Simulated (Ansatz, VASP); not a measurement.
## Cu in VASP and in Ansatz

```
Cu
1.0
     2.51738    0.00000    0.00000
    -1.25869    2.18012    0.00000
     0.00000    0.00000    4.12143
Cu
2
Direct
  0.33333 0.66667 0.25000
  0.66667 0.33333 0.75000
```

Alike in both runs: task single point; functional revPBE; k mesh 16 × 16 × 9; occupations fermi-dirac, width 0.1 eV; no spin polarisation.

|  | VASP | Ansatz |
| --- | --- | --- |
| version | VASP 6.6.1 | Ansatz 0.2.0 |
| potentials or method | VASP PAW PBE potentials, release 64 (Cu), cutoff 520 eV | plane waves (420 eV) with PAW, scalar-relativistic |
| valence electrons in the cell | 22 | 38 |

|  | VASP | Ansatz | Ansatz less VASP |
| --- | --- | --- | --- |
| pressure (GPa) | 13.8 | 13.0 | -0.75 |
| traceless stress, the component that is largest in VASP (GPa) | -0.17 | -0.14 | +0.026 |

VASP's potentials were made for PBE, not for revPBE. With one functional, cell and mesh, what is left measures potentials, basis and numerics. VASP's potentials hold 22 valence electrons a cell and Ansatz's 38, so a difference there can come from the potentials and not from the codes.
